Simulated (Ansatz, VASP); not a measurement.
One calculation of KF, two programs

```
CELL_PARAMETERS angstrom
-3.25895 0.00000 0.00000
0.00000 3.25895 3.25895
0.00000 3.25895 -3.25895
ATOMIC_POSITIONS crystal
K 0.97778 0.04800 0.03046
K 0.02222 0.45200 0.46954
F 0.46572 0.46088 0.99241
F 0.53428 0.03912 0.50759
```

Alike in both runs: task relaxation of cell and atoms; functional PBE; k mesh 8 × 6 × 6; occupations gaussian, width 0.05 eV; no spin polarisation.

|  | VASP | Ansatz |
| --- | --- | --- |
| version | VASP 6.6.1 | Ansatz 0.2.0 |
| potentials or method | VASP PAW PBE potentials, release 64 (K_sv, F), cutoff 600 eV | scalar-relativistic, plane waves, PAW |
| valence electrons in the cell | 32 | 32 |

|  | VASP | Ansatz | Ansatz less VASP |
| --- | --- | --- | --- |
| gap on the k mesh at the Fermi level, each at its own relaxed structure (eV) | 6.26 | 6.27 | +0.009 |
| relaxed volume (Å³/atom) | 17.31 | 17.32 | +0.014 |
| relaxed cell length with the largest relative difference (Å) | 4.577 | 4.608 | +0.0314 |
